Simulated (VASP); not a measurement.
# Na (P6_3/mmc) in VASP: notebook

Na is run at these levels: PBEsol, PBEsol+D3(BJ), PBEsol+D4, LDA; tasks: relaxation of cell and atoms, single point.

Program: VASP 6.6.1. These are calculated values, not measurements. Logs are shortened: lines on timing, memory, paths and dates and some standing lists are left out, and cuts for length are marked.

**1. The cell of the first run**

Symmetry: P6_3/mmc, No. 194, hexagonal system. The conventional cell has a = 3.767 Å, b = 3.767 Å, c = 6.154 Å, α = 90.00°, β = 90.00°, γ = 120.00°. Within 4.9 Å of Na (site symmetry -6m2) lie 12 Na at 3.77 Å.

**2. Relaxation of cell and atoms, PBEsol**

The input, INCAR:

```
PREC = Accurate
ENCUT = 600
EDIFF = 1E-7
ISMEAR = -1
SIGMA = 0.05
LREAL = F
LASPH = T
NELM = 100
ALGO = Normal
ISIF = 3
LWAVE = F
LCHARG = F
GGA = PS
IBRION = 2
NSW = 60
EDIFFG = -0.01
```

The input, KPOINTS:

```
Automatic mesh
0
Gamma
  8 8 5
```

The input, POSCAR:

```
Na
1.0
    3.7670000000      0.0000000000      0.0000000000
   -1.8835000000      3.2623176961      0.0000000000
    0.0000000000      0.0000000000      6.1540000000
Na
2
Direct
    0.6666666667      0.3333333333      0.7500000000
    0.3333333333      0.6666666667      0.2500000000
```

Potentials or basis: VASP PAW PBE potentials, release 64 (Na_pv).

Command:

```sh
$ cat potpaw_PBE.64/Na_pv/POTCAR > POTCAR
$ mpirun -np 1 vasp_std > vasp.out
```

OUTCAR:

```text
PREC = Accurate
   ENCUT = 600
   EDIFF = 1E-7
   ISMEAR = -1
   LREAL = F
   LASPH = T
   NELM = 100
   ISIF = 3
   GGA = PS
   IBRION = 2
   NSW = 60
   EDIFFG = -0.01

 ion  position               nearest neighbor table
   1  0.667  0.333  0.750-
   2  0.333  0.667  0.250-

  LATTYP: Found a hexagonal cell.
 ALAT       =     3.7670000000
 C/A-ratio  =     1.6336607380

  Lattice vectors:

 A1 = (   3.7670000000,   0.0000000000,   0.0000000000)
 A2 = (  -1.8835000000,   3.2623176961,   0.0000000000)
 A3 = (   0.0000000000,   0.0000000000,   6.1540000000)

Analysis of symmetry for initial positions (statically):
=====================================================================
 Subroutine PRICEL returns:
 Original cell was already a primitive cell.

 Routine SETGRP: Setting up the symmetry group for a
 hexagonal supercell.

 Subroutine GETGRP returns: Found 24 space group operations
 (whereof 12 operations were pure point group operations)
 out of a pool of 24 trial point group operations.

The static configuration has the point symmetry D_3d.
 The point group associated with its full space group is D_6h.

Analysis of symmetry for dynamics (positions and initial velocities):
=====================================================================
 Subroutine PRICEL returns:
 Original cell was already a primitive cell.

 Routine SETGRP: Setting up the symmetry group for a
 hexagonal supercell.

 Subroutine GETGRP returns: Found 24 space group operations
 (whereof 12 operations were pure point group operations)
 out of a pool of 24 trial point group operations.

The dynamic configuration has the point symmetry D_3d.
 The point group associated with its full space group is D_6h.

 Subroutine INISYM returns: Found 24 space group operations
 (whereof 12 operations are pure point group operations),
 and found     1 'primitive' translations

----------------------------------------------------------------------------------------

                                     Primitive cell

  volume of cell :      75.6274

  direct lattice vectors                    reciprocal lattice vectors
     3.767000000  0.000000000  0.000000000     0.265463233  0.153265269  0.000000000
    -1.883500000  3.262317696  0.000000000     0.000000000  0.306530538  0.000000000
     0.000000000  0.000000000  6.154000000     0.000000000  0.000000000  0.162495938

  length of vectors
     3.767000000  3.767000000  6.154000000     0.306530538  0.306530538  0.162495938
[... 94 lines left out ...]
   EMIN   =  10.00;   EMAX   =-10.00  energy-range for DOS
   EFERMI =   0.00;   METHOD = LEGACY
   ISMEAR =    -1;   SIGMA  =   0.05  broadening in eV -4-tet -1-fermi 0-gaus
   EFERMI_NEDOS =   21; number of points for ismear=-14 and -15
   IALGO  =     38    algorithm
   IMIX   =      4    mixing-type and parameters
     AMIX     =   0.40;   BMIX     =  1.00
     AMIX_MAG =   1.60;   BMIX_MAG =  1.00
  volume/ion in A,a.u.               =      37.81       255.18
  Fermi-wavevector in a.u.,A,eV,Ry     =   0.933020  1.763153 11.844235  0.870527
  Thomas-Fermi vector in A             =   2.059678
   LORBIT       =      0    0 simple, 1 ext, 2 COOP (PROOUT), +10 PAW based schemes
   GGA     = PS    functional components
   LHFCALC =     F    Hartree Fock is set to
   AEXX    =    0.0000 exact exchange contribution
   IVDW    =     0    specifies the selected vdW correction
   LEPSILON=     F    determine dielectric tensor
   LRPA    =     F    only Hartree local field effects (RPA)
 conjugate gradient relaxation of ions
 non-spin polarized calculation
  energy-cutoff  :      600.00
  volume of cell :       75.63
 maximum number of plane-waves:      2563
   NGX = 15   NGY = 15   NGZ = 25

--------------------------------------- Ionic step        1  -------------------------------------------

 number of electron      14.0000000 magnetization

 Free energy of the ion-electron system (eV)
  ---------------------------------------------------
  ext. energy  EPLUGINS =         0.00000000
  ---------------------------------------------------
  free energy    TOTEN  =        -2.79703770 eV

  energy without entropy =       -2.79037193  energy(sigma->0) =       -2.79370481

------------------------ aborting loop because EDIFF is reached ----------------------------------------

  FORCE on cell =-STRESS in cart. coord.  units (eV):
  Direction    XX          YY          ZZ          XY          YZ          ZX
  --------------------------------------------------------------------------------------
  -------------------------------------------------------------------------------------
  Total       -0.1004962     -0.1004962     -0.2131526      0.0000000      0.0000000      0.0000000
  in kB       -2.1290260     -2.1290260     -4.5156667      0.0000000      0.0000000      0.0000000
  external PRESSURE =      -2.9245729 kB  Pullay stress =       0.0000000 kB
[... 167 lines left out ...]
--------------------------------------- Ionic step        6  -------------------------------------------

 number of electron      14.0000021 magnetization

 Free energy of the ion-electron system (eV)
  ---------------------------------------------------
  ext. energy  EPLUGINS =         0.00000000
  ---------------------------------------------------
  free energy    TOTEN  =        -2.80046434 eV

  energy without entropy =       -2.79444468  energy(sigma->0) =       -2.79745451

 E-fermi :   0.3339     XC(G=0):  -6.5578

 val. band max:        0.1446275491   @ k =   0.3750   0.1250   0.2000
 cond. band min:       0.3789572679   @ k =   0.1250   0.1250   0.2000
 fundamental gap:      0.2343297187
 Fermi energy:         0.3338568881

 k-point     1 :       0.0000    0.0000    0.0000
  band No.  band energies     occupation
      1     -24.4367      2.00000
      2     -24.4024      2.00000
      3     -24.4024      2.00000
      4     -24.3971      2.00000
      5     -24.3967      2.00000
      6     -24.3967      2.00000
      7      -2.9578      2.00000
      8       0.9725      0.00001
      9       1.4342      0.00000
     10      10.3594      0.00000
     11      10.3594      0.00000
[... 309 lines left out ...]
 k-point    24 :       0.3750   -0.0000    0.4000
  band No.  band energies     occupation
      1     -24.4307      2.00000
      2     -24.4279      2.00000
      3     -24.4100      2.00000
      4     -24.4067      2.00000
      5     -24.4053      2.00000
      6     -24.4039      2.00000
      7      -0.2467      1.99998
      8       0.5586      0.02208
      9       3.2580      0.00000
     10       4.0300      0.00000
     11       6.7955      0.00000

 [... further k-points ...]
[... 5 lines left out ...]
  --------------------------------------------------------------------------------------
  -------------------------------------------------------------------------------------
  Total        0.0168965      0.0168965     -0.0143142      0.0000000     -0.0000000      0.0000000
  in kB        0.3730845      0.3730845     -0.3160660      0.0000000     -0.0000000      0.0000000
  external PRESSURE =       0.1433677 kB  Pullay stress =       0.0000000 kB
[... 17 lines left out ...]
  FREE ENERGIE OF THE ION-ELECTRON SYSTEM (eV)
  ---------------------------------------------------
  free  energy   TOTEN  =        -2.8004643438 eV

  energy  without entropy=       -2.7944446834  energy(sigma->0) =       -2.79745451

 reached required accuracy - stopping structural energy minimisation
```

OSZICAR:

```text
N       E                     dE             d eps       ncg     rms          rms(c)
DAV:   1     0.911873366628E+02    0.91187E+02   -0.82203E+03   660   0.134E+03
DAV:   2     0.396239015171E+00   -0.90791E+02   -0.90374E+02   660   0.311E+02
DAV:   3    -0.275826115227E+01   -0.31545E+01   -0.31517E+01   794   0.722E+01
[... 43 lines left out ...]
DAV:   1    -0.280056264431E+01   -0.14170E-03   -0.57065E-03   768   0.110E+00    0.821E-02
DAV:   2    -0.280050185738E+01    0.60787E-04   -0.12740E-04   756   0.190E-01    0.493E-02
DAV:   3    -0.280046457621E+01    0.37281E-04   -0.20990E-05   766   0.106E-01    0.352E-03
DAV:   4    -0.280046433413E+01    0.24208E-06   -0.39325E-06   728   0.344E-02    0.467E-04
DAV:   5    -0.280046434385E+01   -0.97184E-08   -0.82104E-08   336   0.514E-03
   6 F= -.28004643E+01 E0= -.27974545E+01  d E =-.434003E-04
```

CONTCAR:

```text
Na
   1.00000000000000
     3.7317134561207927    0.0000000000000000    0.0000000000000000
    -1.8658567280603964    3.2317586526876134    0.0000000000000000
    -0.0000000000000000    0.0000000000000000    6.0166139265957774
  Na
     2
Direct
     0.6666666667000030    0.3333333332999970    0.7500000000000000
     0.3333333332999970    0.6666666667000030    0.2500000000000000

  0.00000000E+00  0.00000000E+00  0.00000000E+00
  0.00000000E+00  0.00000000E+00  0.00000000E+00
```

Run time: 50 s. Hardware: 1 thread of AMD EPYC 9R45 (Zen 5), shared host; peak memory 0.17 GiB.

Results:

```yaml
Free_energy: -2.8005 eV
Relaxed_volume: 36.28 Å³/atom
Relaxed_cell: a = 3.732 Å, b = 3.732 Å, c = 6.017 Å, α = 90.00°, β = 90.00°, γ = 120.00°
Space_group_after_relaxing_to_0.05_Å: P6_3/mmc (No. 194)
Energy_gained_by_relaxing: 1.7 meV/atom
Ionic_steps: 6
Pressure_after_relaxing: 0.0 GPa
Band_gap_on_the_k_mesh: zero (band 7 reaches 1.80 eV, above the bottom of band 8 at -1.43 eV)
```

Step by step:
| step | energy change (eV) | largest force (eV/Å) | pressure (GPa) | volume (Å³) |
| --- | --- | --- | --- | --- |
| 1 | 0.0000 | 0.0000 | -0.29 | 75.63 |
| 2 | -0.0014 | 0.0000 | -0.22 | 74.87 |
| 3 | -0.0034 | 0.0000 | -0.01 | 72.64 |
| 4 | -0.0034 | 0.0000 | 0.04 | 72.42 |
| 5 | -0.0034 | 0.0000 | 0.01 | 72.52 |
| 6 | -0.0034 | 0.0000 | 0.01 | 72.56 |

Final structure:
```xyz
2
Lattice="3.7317 0.0000 0.0000 -1.8659 3.2318 0.0000 0.0000 0.0000 6.0166" Properties=species:S:1:pos:R:3 pbc="T T T"
Na    1.8659    1.0773    4.5125
Na    0.0000    2.1545    1.5042
```

Caveat: the PAW data sets were made with another functional, which shifts forces and pressure a little.

**3. Relaxation of cell and atoms, PBEsol+D3(BJ)**

The input, INCAR:

```
SYSTEM = Na
PREC = Accurate
ENCUT = 600
EDIFF = 1E-6
ISMEAR = -1
SIGMA = 0.05
LREAL = .False.
LASPH = .True.
NELM = 60
ALGO = Fast
ISIF = 3
LWAVE = .False.
LCHARG = .False.
GGA = PS
IVDW = 12
IBRION = 2
NSW = 60
EDIFFG = -0.01
```

The input, KPOINTS:

```
Automatic mesh
0
Gamma
  8 8 5
  0 0 0
```

POSCAR is that of step 2.

Potentials or basis: VASP PAW PBE potentials, release 64 (Na_pv).

Command:

```sh
$ cat potpaw_PBE.64/Na_pv/POTCAR > POTCAR
$ mpirun -np 1 vasp_std > vasp.out
```

Wall time 77 s (1 thread of AMD EPYC 9R45 (Zen 5), shared host); peak memory 0.18 GiB.

It converged, with:

```yaml
Free_energy: -3.1318 eV
Relaxed_volume: 33.15 Å³/atom
Relaxed_cell: a = 3.623 Å, b = 3.623 Å, c = 5.831 Å, α = 90.00°, β = 90.00°, γ = 120.00°
Space_group_after_relaxing_to_0.05_Å: P6_3/mmc (No. 194)
Energy_gained_by_relaxing: 16.3 meV/atom
Ionic_steps: 7
Pressure_after_relaxing: 0.0 GPa
Band_gap_on_the_k_mesh: zero (band 7 reaches 2.13 eV, above the bottom of band 8 at -1.26 eV)
Dispersion_energy_per_atom: -0.173 eV
```

The path:
```tsv
step	energy change (eV)	largest force (eV/Å)	pressure (GPa)	volume (Å³)
1	0.0000	0.0000	-0.96	75.63
2	-0.0135	0.0000	-0.77	73.17
3	-0.0310	0.0000	-0.23	67.89
4	-0.0325	0.0000	-0.01	65.91
5	-0.0325	0.0000	0.08	65.72
6	-0.0326	0.0000	0.04	65.99
7	-0.0326	0.0000	0.00	66.29
```

Final structure:
```
Na
1.0
     3.62320    0.00000    0.00000
    -1.81160    3.13779    0.00000
     0.00000    0.00000    5.83094
Na
2
Direct
  0.66667 0.33333 0.75000
  0.33333 0.66667 0.25000
```

Levels at points of the mesh, in eV from the Fermi level:
```tsv
k point	band 3	band 4	band 5	band 6	band 7	band 8	band 9	band 10	band 11
(0.00, 0.00, 0.00)	-24.68	-24.67	-24.67	-24.67	-3.49	0.66	1.20	10.52	10.52
(0.50, 0.00, 0.00)	-24.70	-24.69	-24.69	-24.68	0.23	0.41	4.09	4.21	4.82
```

Caveat: the PAW data sets were made with another functional, which shifts forces and pressure a little; the volume moved by -12 % from the deposited cell, more than functionals usually miss; pairwise dispersion overbinds metals, which lowers pressure and volume.

(Part 1 of 2 ends here.)
